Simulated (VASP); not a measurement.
Input of a VASP 6.6.1 run:

File POSCAR:

```
Cs
1.0
   -3.1284650614      3.1284650614      3.1284650614
    3.1284650614     -3.1284650614      3.1284650614
    3.1284650614      3.1284650614     -3.1284650614
Cs
1
Direct
    0.0000000000      0.0000000000      0.0000000000
```

The input INCAR.step1:

```
SYSTEM = Cs
PREC = Accurate
ENCUT = 520
ISMEAR = 1
SIGMA = 0.1
LREAL = .False.
LASPH = .True.
NELM = 100
NBANDS = 10
GGA = PE
ALGO = Normal
EDIFF = 1E-4
LWAVE = .True.
LCHARG = .False.
```

File INCAR.step2:

```
SYSTEM = Cs
PREC = Accurate
ENCUT = 520
EDIFF = 1E-6
ISMEAR = 1
SIGMA = 0.1
LREAL = .False.
LASPH = .True.
NELM = 100
ALGO = Normal
ISIF = 2
LWAVE = .False.
LCHARG = .False.
METAGGA = R2SCAN
LMIXTAU = .True.
IVDW = 13
VDW_S6 = 1.0
VDW_S8 = 0.6018749
VDW_A1 = 0.51559235
VDW_A2 = 5.77342911
NBANDS = 10
ISTART = 1
```

KPOINTS

```
regular mesh
0
Gamma
  6 6 6
  0 0 0
```

Potentials or basis: VASP PAW PBE potentials, release 64 (Cs_sv).

Command:

```sh
$ cat potpaw_PBE.64/Cs_sv/POTCAR > POTCAR
$ cp INCAR.step1 INCAR
$ mpirun -np 1 vasp_std > vasp.out
$ cp INCAR.step2 INCAR
$ mpirun -np 1 vasp_std > vasp.out
```

(1) Estimate the dispersion energy per atom.

(2) Predict the pressure.

Results:

(1) -0.016 eV.

(2) 0.0 GPa.

Caveat: the PAW data sets were made with another functional, which shifts forces and pressure a little; pairwise dispersion overbinds metals, which lowers pressure and volume.
